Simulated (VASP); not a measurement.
Cu, 1 atom in the cell. It takes space group Fm-3m (No. 225, cubic). The conventional cell has a = 3.415 Å, b = 3.415 Å, c = 3.415 Å, α = 90.00°, β = 90.00°, γ = 90.00°. Within 3.2 Å of Cu (site symmetry m-3m) lie 12 Cu at 2.41 Å.  This cell differs from its parent crystal: volume scaled by 0.88.

```yaml
Program: VASP 6.6.1
Task: density of states
Functional: PBEsol
Potentials_or_basis: VASP PAW PBE potentials, release 64 (Cu)
Cutoff: 520 eV
k_mesh: 20 × 20 × 20
Occupations: fermi-dirac, width 0.08 eV
Spin: no spin polarisation
Dipole_correction: no
k_mesh_for_the_DOS: 30 × 30 × 30
Occupations_for_the_DOS: tetrahedron
Further_INCAR_settings: ALGO = Normal; EDIFF = 1e-06; NBANDS = 12
```

Potentials or basis: VASP PAW PBE potentials, release 64 (Cu).

Launch:

```console
$ cat potpaw_PBE.64/Cu/POTCAR > POTCAR
$ cp INCAR.step1 INCAR
$ cp KPOINTS.step1 KPOINTS
$ mpirun -np 1 vasp_std > vasp.out
$ cp INCAR.step2 INCAR
$ cp KPOINTS.step2 KPOINTS
$ mpirun -np 1 vasp_std > vasp.out
```

Hardware: 1 thread of Intel Xeon 8259CL, on a shared host.

Problem. How long does it take, and how much memory?

Solution. Run time: 2.1 min on 1 thread of Intel Xeon 8259CL, with other jobs on the host, peak memory 0.19 GiB. Counts: k points 752.
